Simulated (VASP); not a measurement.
MgIn2N2, 5 atoms in the cell. Symmetry: R-3m, No. 166, trigonal system. Conventional cell: a = 3.305 Å, b = 3.305 Å, c = 23.080 Å, α = 90.00°, β = 90.00°, γ = 120.00°. Within 3.1 Å of Mg (site symmetry -3m) lie 6 N at 2.31 Å and 6 In at 3.10 Å. Within 2.9 Å of In (site symmetry 3m) lie 3 N at 2.22 Å and 1 In at 2.81 Å. Within 2.9 Å of N (site symmetry 3m) lie 3 In at 2.22 Å and 3 Mg at 2.31 Å. 

```yaml
Program: VASP 6.6.1
Task: single point
Functional: r2SCAN
Potentials_or_basis: VASP PAW PBE potentials, release 64 (Mg, In_d, N)
Cutoff: 520 eV
k_mesh: 8 × 8 × 8
Occupations: gaussian, width 0.01 eV
Spin: no spin polarisation
Dipole_correction: no
Further_INCAR_settings: ALGO = Normal; EDIFF = 1e-06; NBANDS = 27
```

Potentials or basis: VASP PAW PBE potentials, release 64 (Mg, In_d, N).

Launch:

```sh
$ cat potpaw_PBE.64/Mg/POTCAR potpaw_PBE.64/In_d/POTCAR potpaw_PBE.64/N/POTCAR > POTCAR
$ cp INCAR.step1 INCAR
$ mpirun -np 1 vasp_std > vasp.out
$ cp INCAR.step2 INCAR
$ mpirun -np 1 vasp_std > vasp.out
```

Hardware: 1 thread of Intel(R) Xeon(R) Platinum 8259CL CPU @ 2.50GHz (Skylake/Cascade Lake), on a shared host.

How long does it take, and how much memory?

Run time: 53 min on 1 thread of Intel(R) Xeon(R) Platinum 8259CL CPU @ 2.50GHz (Skylake/Cascade Lake) (shared host), peak memory 0.63 GiB. Counts: k points 65.
